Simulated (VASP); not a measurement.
# Si2Ni in VASP: a series of runs

Runs on Si2Ni. Level: PBE. Tasks: single point.

All numbers are computed with VASP 6.6.1; they aren't measurements. Logs are shortened: lines on timing, memory, paths and dates and some standing lists are left out, and cuts for length are marked.

### Step 1. The cell of the first run

The cell holds a wire or tube with vacuum around it, 9 atoms: a = 11.200 Å, b = 11.200 Å, c = 8.988 Å, α = 90.00°, β = 90.00°, γ = 90.00°.

### Step 2. Single point, PBE

INCAR reads:

```
SYSTEM = Si2Ni
PREC = Accurate ; ENCUT = 520
EDIFF = 1E-6 ; ISMEAR = 0
SIGMA = 0.05 ; LREAL = .False.
LASPH = .True. ; NELM = 60
ALGO = Normal ; ISIF = 2
LWAVE = .False. ; LCHARG = .False.
GGA = PE ; NBANDS = 37
```

KPOINTS reads:

```
Automatic mesh
0
Gamma
  1 1 4
  0 0 0
```

POSCAR reads:

```
Si2Ni
1.0
   11.2000000000      0.0000000000      0.0000000000
    0.0000000000     11.2000000000      0.0000000000
    0.0000000000      0.0000000000      8.9883421635
Si Ni
6 3
Direct
    0.5932573174      0.5592169282      0.5784495712
    0.4268954871      0.5941492725      0.9117475652
    0.5200425529      0.4325595423      0.7548798192
    0.5731045129      0.5941492725      0.0882524348
    0.4799574471      0.4325595423      0.2451201808
    0.4067426826      0.5592169282      0.4215504288
    0.4039565510      0.5841347004      0.6666495051
    0.5960434490      0.5841347004      0.3333504949
    0.5000000000      0.4177930368      0.0000000000
```

Potentials or basis: VASP PAW PBE potentials, release 64 (Si, Ni).

Command:

```bash
cat potpaw_PBE.64/Si/POTCAR potpaw_PBE.64/Ni/POTCAR > POTCAR
mpirun -np 1 vasp_std > vasp.out
```

OUTCAR:

```text
SYSTEM = Si2Ni
   PREC = Accurate
   ENCUT = 520
   EDIFF = 1E-6
   ISMEAR = 0
   LREAL = .False.
   LASPH = .True.
   NELM = 60
   ISIF = 2
   GGA = PE

 ion  position               nearest neighbor table
   1  0.593  0.559  0.578-   8 2.22   3 2.28   7 2.28   6 2.52
   2  0.427  0.594  0.912-   7 2.22   4 2.28   9 2.28   3 2.52
   3  0.520  0.433  0.755-   9 2.22   1 2.28   7 2.28   2 2.52
   4  0.573  0.594  0.088-   8 2.22   2 2.28   9 2.28   5 2.52
   5  0.480  0.433  0.245-   9 2.22   6 2.28   8 2.28   4 2.52
   6  0.407  0.559  0.422-   7 2.22   5 2.28   8 2.28   1 2.52
   7  0.404  0.584  0.667-   2 2.22   6 2.22   3 2.28   1 2.28
   8  0.596  0.584  0.333-   4 2.22   1 2.22   5 2.28   6 2.28
   9  0.500  0.418  0.000-   3 2.22   5 2.22   4 2.28   2 2.28

  LATTYP: Found a simple tetragonal cell.
 ALAT       =    11.2000000000
 C/A-ratio  =     0.8025305503

  Lattice vectors:

 A1 = (  11.2000000000,   0.0000000000,   0.0000000000)
 A2 = (   0.0000000000,  11.2000000000,   0.0000000000)
 A3 = (   0.0000000000,   0.0000000000,   8.9883421635)

Analysis of symmetry for initial positions (statically):
=====================================================================
 Subroutine PRICEL returns:
 Original cell was already a primitive cell.

 Routine SETGRP: Setting up the symmetry group for a
 simple tetragonal supercell.

 Subroutine GETGRP returns: Found  2 space group operations
 (whereof  2 operations were pure point group operations)
 out of a pool of 16 trial point group operations.

The static configuration has the point symmetry C_2 .

Analysis of symmetry for dynamics (positions and initial velocities):
=====================================================================
 Subroutine PRICEL returns:
 Original cell was already a primitive cell.

 Routine SETGRP: Setting up the symmetry group for a
 simple tetragonal supercell.

 Subroutine GETGRP returns: Found  2 space group operations
 (whereof  2 operations were pure point group operations)
 out of a pool of 16 trial point group operations.

The dynamic configuration has the point symmetry C_2 .

 Subroutine INISYM returns: Found  2 space group operations
 (whereof  2 operations are pure point group operations),
 and found     1 'primitive' translations

----------------------------------------------------------------------------------------

                                     Primitive cell

  volume of cell :    1127.4976

  direct lattice vectors                    reciprocal lattice vectors
    11.200000000  0.000000000  0.000000000     0.089285714  0.000000000  0.000000000
     0.000000000 11.200000000  0.000000000     0.000000000  0.089285714  0.000000000
     0.000000000  0.000000000  8.988342164     0.000000000  0.000000000  0.111255222

  length of vectors
    11.200000000 11.200000000  8.988342164     0.089285714  0.089285714  0.111255222

  position of ions in fractional coordinates (direct lattice)
     0.593257317  0.559216928  0.578449571
     0.426895487  0.594149272  0.911747565
     0.520042553  0.432559542  0.754879819
     0.573104513  0.594149272  0.088252435
     0.479957447  0.432559542  0.245120181
     0.406742683  0.559216928  0.421550429
     0.403956551  0.584134700  0.666649505
     0.596043449  0.584134700  0.333350495
     0.500000000  0.417793037  0.000000000

  ion indices of the primitive-cell ions
   primitive index   ion index
                 1           1
                 2           2
                 3           3
                 4           4
                 5           5
                 6           6
                 7           7
                 8           8
                 9           9

----------------------------------------------------------------------------------------

 KPOINTS: Automatic mesh

Automatic generation of k-mesh.
 Grid dimensions read from file:
 generate k-points for:    1    1    4

 Generating k-lattice:

  Cartesian coordinates                     Fractional coordinates (reciprocal lattice)
     0.089285714  0.000000000  0.000000000     1.000000000  0.000000000  0.000000000
     0.000000000  0.089285714  0.000000000     0.000000000  1.000000000  0.000000000
     0.000000000  0.000000000  0.027813805     0.000000000  0.000000000  0.250000000

  Length of vectors
     0.089285714  0.089285714  0.027813805

  Shift w.r.t. Gamma in fractional coordinates (k-lattice)
     0.000000000  0.000000000  0.000000000

 Subroutine IBZKPT returns following result:
 ===========================================

 Found      3 irreducible k-points:

 Following reciprocal coordinates:
            Coordinates               Weight
  0.000000  0.000000  0.000000      1.000000
  0.000000  0.000000  0.250000      2.000000
  0.000000  0.000000  0.500000      1.000000
   k-points           NKPTS =      3   k-points in BZ     NKDIM =      3   number of bands    NBANDS=     37
   number of dos      NEDOS =    301   number of ions     NIONS =      9
   total plane-waves  NPLWV = 493920
   dimension x,y,z NGX =    84 NGY =   84 NGZ =   70
   dimension x,y,z NGXF=   168 NGYF=  168 NGZF=  140
   ions per type =               6   3
   NGX,Y,Z   is equivalent  to a cutoff of  12.47, 12.47, 12.95 a.u.
   NGXF,Y,Z  is equivalent  to a cutoff of  24.94, 24.94, 25.89 a.u.
 SYSTEM =  Si2Ni
   PREC   = accura    normal or accurate (medium, high low for compatibility)
   ISTART =      0    job   : 0-new  1-cont  2-samecut
   ICHARG =      2    charge: 1-file 2-atom 10-const
   ISPIN  =      1    spin polarized calculation?
   LNONCOLLINEAR =      F non collinear calculations
   LSORBIT =      F    spin-orbit coupling
   LASPH  =      T    aspherical Exc in radial PAW
   ENCUT  =  520.0 eV  38.22 Ry    6.18 a.u.  20.82 20.82 16.71*2*pi/ulx,y,z
   NELM   =     60;   NELMIN=  2; NELMDL= -5     # of ELM steps
   EDIFF  = 0.1E-05   stopping-criterion for ELM
   LREAL  =      F    real-space projection
   EDIFFG = 0.1E-04   stopping-criterion for IOM
   NSW    =      0    number of steps for IOM
   IBRION =     -1    ionic relax: 0-MD 1-quasi-New 2-CG
   NFREE  =      0    steps in history (QN), initial steepest desc. (CG)
   ISIF   =      2    stress and relaxation
   ISYM   =      2    0-nonsym 1-usesym 2-fastsym
   POTIM  = 0.5000    time-step for ionic-motion
   TEBEG  =    0.0;   TEEND  =   0.0 temperature during run
   PSTRESS=    0.0 pullay stress
   NELECT =      54.0000    total number of electrons
   NUPDOWN=      -1.0000    fix difference up-down
   EMIN   =  10.00;   EMAX   =-10.00  energy-range for DOS
   EFERMI =   0.00;   METHOD = LEGACY
   ISMEAR =     0;   SIGMA  =   0.05  broadening in eV -4-tet -1-fermi 0-gaus
   EFERMI_NEDOS =   21; number of points for ismear=-14 and -15
   IALGO  =     38    algorithm
   IMIX   =      4    mixing-type and parameters
     AMIX     =   0.40;   BMIX     =  1.00
     AMIX_MAG =   1.60;   BMIX_MAG =  1.00
  volume/ion in A,a.u.               =     125.28       845.41
  Fermi-wavevector in a.u.,A,eV,Ry     =   0.594521  1.123483  4.809058  0.353456
  Thomas-Fermi vector in A             =   1.644136
   LORBIT       =      0    0 simple, 1 ext, 2 COOP (PROOUT), +10 PAW based schemes
   GGA     = PE    functional components
   LHFCALC =     F    Hartree Fock is set to
   AEXX    =    0.0000 exact exchange contribution
   IVDW    =     0    specifies the selected vdW correction
   LEPSILON=     F    determine dielectric tensor
   LRPA    =     F    only Hartree local field effects (RPA)
 non-spin polarized calculation
 Gauss-broadening in eV      SIGMA  =   0.05
  energy-cutoff  :      520.00
  volume of cell :     1127.50
 maximum number of plane-waves:     30401
 NGX is ok and might be reduce to    84
   NGX = 41   NGY = 41   NGZ = 33

 number of electron      53.9999969 magnetization

 Free energy of the ion-electron system (eV)
  ---------------------------------------------------
  ext. energy  EPLUGINS =         0.00000000
  ---------------------------------------------------
  free energy    TOTEN  =       -41.33660416 eV

  energy without entropy =      -41.33660397  energy(sigma->0) =      -41.33660406

 E-fermi :  -3.2021     XC(G=0):  -2.5558

 val. band max:       -3.3747521546   @ k =   0.0000   0.0000   0.2500
 cond. band min:      -3.0308708029   @ k =   0.0000   0.0000   0.0000
 fundamental gap:      0.3438813517
 Fermi energy:        -3.2021193542

 k-point     1 :       0.0000    0.0000    0.0000
  band No.  band energies     occupation
      1     -13.6164      2.00000
      2     -12.0622      2.00000
      3     -12.0620      2.00000
      4      -9.5527      2.00000
      5      -9.5522      2.00000
      6      -7.5077      2.00000
      7      -7.0510      2.00000
      8      -6.3665      2.00000
      9      -6.3664      2.00000
     10      -6.0287      2.00000
     11      -6.0280      2.00000
     12      -5.8667      2.00000
     13      -5.4581      2.00000
     14      -5.4579      2.00000
     15      -4.9778      2.00000
     16      -4.8957      2.00000
     17      -4.8954      2.00000
     18      -4.7680      2.00000
     19      -4.7108      2.00000
     20      -4.7106      2.00000
     21      -4.6537      2.00000
     22      -4.1973      2.00000
     23      -4.1871      2.00000
     24      -4.1870      2.00000
     25      -3.6678      2.00000
     26      -3.6668      2.00000
     27      -3.4126      2.00000
     28      -3.0309      0.00000
     29      -3.0279      0.00000
     30      -1.3996      0.00000
     31      -1.3805      0.00000
     32      -1.3803      0.00000
     33      -0.4159      0.00000
     34      -0.4030      0.00000
     35      -0.4020      0.00000
     36       0.2418      0.00000
     37       0.7561      0.00000

 k-point     2 :       0.0000    0.0000    0.2500
  band No.  band energies     occupation
      1     -13.5134      2.00000
      2     -12.7140      2.00000
      3     -11.3228      2.00000
      4      -9.9483      2.00000
      5      -9.1442      2.00000
      6      -8.0400      2.00000
      7      -7.1035      2.00000
      8      -6.4719      2.00000
      9      -6.2959      2.00000
     10      -5.8466      2.00000
     11      -5.8144      2.00000
     12      -5.6704      2.00000
     13      -5.5560      2.00000
     14      -5.2919      2.00000
     15      -5.0805      2.00000
     16      -5.0272      2.00000
     17      -4.9718      2.00000
     18      -4.8374      2.00000
     19      -4.6802      2.00000
     20      -4.6535      2.00000
     21      -4.5969      2.00000
     22      -4.3244      2.00000
     23      -4.1916      2.00000
     24      -3.9632      2.00000
     25      -3.7701      2.00000
     26      -3.7109      2.00000
     27      -3.3748      2.00000
     28      -2.9195      0.00000
     29      -2.4628      0.00000
     30      -1.8029      0.00000
     31      -1.6552      0.00000
     32      -1.6254      0.00000
     33      -0.8094      0.00000
     34      -0.1809      0.00000
     35       0.0278      0.00000
     36       0.2593      0.00000
     37       0.3350      0.00000

 k-point     3 :       0.0000    0.0000    0.5000
  band No.  band energies     occupation
      1     -13.2082      2.00000
      2     -13.2079      2.00000
      3     -10.7819      2.00000
      4     -10.3169      2.00000
      5      -8.6462      2.00000
      6      -8.6455      2.00000
      7      -7.4351      2.00000
      8      -6.3942      2.00000
      9      -5.8144      2.00000
     10      -5.8140      2.00000
     11      -5.7883      2.00000
     12      -5.7882      2.00000
     13      -5.3279      2.00000
     14      -5.3270      2.00000
     15      -5.1626      2.00000
     16      -5.1146      2.00000
     17      -4.9836      2.00000
     18      -4.9835      2.00000
     19      -4.7270      2.00000
     20      -4.5632      2.00000
     21      -4.5627      2.00000
     22      -4.3335      2.00000
     23      -4.1321      2.00000
     24      -4.1318      2.00000
     25      -3.7933      2.00000
     26      -3.4110      2.00000
     27      -3.4110      2.00000
     28      -2.4571      0.00000
     29      -2.3737      0.00000
     30      -2.0230      0.00000
     31      -2.0223      0.00000
     32      -1.3413      0.00000
     33      -1.3406      0.00000
     34      -0.2615      0.00000
     35      -0.2603      0.00000
     36       0.4345      0.00000
     37       0.7979      0.00000

------------------------ aborting loop because EDIFF is reached ----------------------------------------

  FORCE on cell =-STRESS in cart. coord.  units (eV):
  Direction    XX          YY          ZZ          XY          YZ          ZX
  --------------------------------------------------------------------------------------
  -------------------------------------------------------------------------------------
  Total        0.0281898      0.0295553      0.2267061      0.0000000      0.0000000     -0.0002369
  in kB        0.0400578      0.0419982      0.3221500      0.0000000      0.0000000     -0.0003367
  external PRESSURE =       0.1347353 kB  Pullay stress =       0.0000000 kB

 VOLUME and BASIS-vectors are now :
 -----------------------------------------------------------------------------
  energy-cutoff  :      520.00
  volume of cell :     1127.50
      direct lattice vectors                 reciprocal lattice vectors
    11.200000000  0.000000000  0.000000000     0.089285714  0.000000000  0.000000000
     0.000000000 11.200000000  0.000000000     0.000000000  0.089285714  0.000000000
     0.000000000  0.000000000  8.988342164     0.000000000  0.000000000  0.111255222

 POSITION                                       TOTAL-FORCE (eV/Angst)
 -----------------------------------------------------------------------------------
      6.64448      6.26323      5.19930         0.000185     -0.010602      0.017243
      4.78123      6.65447      8.19510         0.009659      0.004587      0.017026
      5.82448      4.84467      6.78512         0.008672      0.005116     -0.017023
      6.41877      6.65447      0.79324        -0.009659      0.004587     -0.017026
      5.37552      4.84467      2.20322        -0.008672      0.005116      0.017023
      4.55552      6.26323      3.78904        -0.000185     -0.010602     -0.017243
      4.52431      6.54231      5.99207        -0.034067      0.019202     -0.001767
      6.67569      6.54231      2.99627         0.034067      0.019202      0.001767
      5.60000      4.67928      0.00000         0.000000     -0.036606      0.000000
 -----------------------------------------------------------------------------------
    total drift:                               -0.000000      0.004235      0.000008

  FREE ENERGIE OF THE ION-ELECTRON SYSTEM (eV)
  ---------------------------------------------------
  free  energy   TOTEN  =       -41.3366041580 eV

  energy  without entropy=      -41.3366039696  energy(sigma->0) =      -41.33660406
```

Run time: 2.6 min. Hardware: 1 thread of AMD EPYC 9R45 (Zen 5), shared host; peak memory 0.91 GiB.

Results:

```yaml
Free_energy: -41.3366 eV
Largest_force: 0.039 eV/Å
Band_gap_on_the_k_mesh: 0.34 eV (least direct gap 0.38 eV)
```

Forces on the atoms (eV/Å):
```
Si   0.000 -0.011  0.017
Si   0.010  0.005  0.017
Si   0.009  0.005 -0.017
Si  -0.010  0.005 -0.017
Si  -0.009  0.005  0.017
Si   0.000 -0.011 -0.017
Ni  -0.034  0.019 -0.002
Ni   0.034  0.019  0.002
Ni   0.000 -0.037  0.000
```

### Step 3. Single point, PBE

This run uses another cell than the first one.

INCAR reads:

```
PREC = Accurate
ENCUT = 520
EDIFF = 1E-7
ISMEAR = 0
SIGMA = 0.05
LREAL = F
LASPH = T
NELM = 60
ALGO = Normal
ISIF = 2
LWAVE = F
LCHARG = T
GGA = PE
LELF = T
LVHAR = T
NBANDS = 37
```

KPOINTS reads:

```
Automatic mesh
0
Gamma
  1 1 4
```

POSCAR reads:

```
Si2Ni
1.0
   11.2000000000      0.0000000000      0.0000000000
    0.0000000000     11.2000000000      0.0000000000
    0.0000000000      0.0000000000      9.4342454879
Si Ni
6 3
Direct
    0.5992711155      0.5859713079      0.5833333333
    0.4007288845      0.5859713079      0.9166666667
    0.5000000000      0.4140286921      0.7500000000
    0.5992711155      0.5859713079      0.0833333333
    0.5000000000      0.4140286921      0.2500000000
    0.4007288845      0.5859713079      0.4166666667
    0.4007288845      0.5859713079      0.6666666667
    0.5992711155      0.5859713079      0.3333333333
    0.5000000000      0.4140286921      0.0000000000
```

Potentials or basis: VASP PAW PBE potentials, release 64 (Si, Ni).

Command:

```bash
cat potpaw_PBE.64/Si/POTCAR potpaw_PBE.64/Ni/POTCAR > POTCAR
mpirun -np 1 vasp_std > vasp.out
```

It took 2.8 min on 1 thread of AMD EPYC 9R45 (Zen 5), shared host; peak memory 0.93 GiB.

Results (log left out):

| Quantity | Value |
| --- | --- |
| Free energy | -39.3250 eV |
| Largest force | 1.864 eV/Å |
| Band gap on the k mesh | 0.31 eV |

Forces in eV/Å, atoms in the order of the input:
```
Si  -1.527 -1.062  0.103
Si   1.684 -0.792  0.103
Si   0.155  1.853 -0.103
Si  -1.684 -0.792 -0.103
Si  -0.155  1.853  0.103
Si   1.527 -1.062 -0.103
Ni   0.760 -0.438  0.000
Ni  -0.760 -0.438  0.000
Ni   0.000  0.876  0.000
```

Levels at points of the mesh, in eV from the valence-band top:
| k point | band 25 | band 26 | band 27 | band 28 | band 29 | band 30 |
| --- | --- | --- | --- | --- | --- | --- |
| (0.00, 0.00, 0.00) | -0.07 | -0.05 | -0.05 | 0.37 | 0.37 | 1.53 |
| (0.00, 0.00, 0.50) | -0.28 | -0.02 | -0.02 | 0.54 | 0.95 | 0.99 |
